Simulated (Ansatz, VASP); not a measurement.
## Two plane-wave programs on LiCl

INCAR

```
SYSTEM = LiCl
PREC = Accurate
ENCUT = 520
EDIFF = 1E-7
ISMEAR = 0
SIGMA = 0.05
LREAL = .FALSE.
LASPH = .TRUE.
NELM = 60
ALGO = Normal
ISIF = 2
LWAVE = .FALSE.
LCHARG = .FALSE.
GGA = CA
NBANDS = 12
```

Contents of KPOINTS:

```
regular mesh
0
G
  8 8 8
  0 0 0
```

The input POSCAR:

```
LiCl
1.0
    0.0000000000      2.4365220000      2.5647600000
    2.4365220000      0.0000000000      2.5647600000
    2.4365220000      2.4365220000      0.0000000000
Li Cl
1 1
Direct
    0.0000000000      0.0000000000      0.0000000000
    0.5000000000      0.5000000000      0.5000000000
```

Input for Ansatz:

```yaml
crystal:
  lattice:
    - [0.0, 2.436522, 2.56476]
    - [2.436522, 0.0, 2.56476]
    - [2.436522, 2.436522, 0.0]
  atoms:
    - { symbol: Li, position: [0.0, 0.0, 0.0] }
    - { symbol: Cl, position: [0.5, 0.5, 0.5] }
basis:
  ecutwfc: 420
kpoints:
  mp_grid: { grid: [8, 8, 8] }
hamiltonian:
  xc: lda
scf:
  occupations: { method: gaussian, width: 0.05 }
output:
  forces: true
  stress: true
  eigenvalues: true
```

Change from the starting cell: strain -0.050 along x and y, +0.000 along z, atoms carried along.

Alike in both runs: task single point; functional LDA; k mesh 8 × 8 × 8; occupations gaussian, width 0.05 eV; no spin polarisation.

|  | VASP | Ansatz |
| --- | --- | --- |
| version | VASP 6.6.1 | Ansatz 0.2.0 |
| potentials or method | VASP PAW LDA potentials, release 64 (Li_sv, Cl), cutoff 520 eV | scalar-relativistic, plane waves, PAW |
| valence electrons in the cell | 10 | 10 |

Ansatz gave:

```
gap on the k mesh at the Fermi level (eV) : 6.39
least direct gap on the mesh (eV)         : 6.53
```

Problem. Which values does VASP return?

Solution. gap on the k mesh at the Fermi level (eV): 6.42; least direct gap on the mesh (eV): 6.55.

LDA's correlation is that of Perdew and Zunger in VASP and of Perdew and Wang (1992) in Ansatz.

Noted on VASP's run: the cutoff is short for stress, so the pressure is rough.
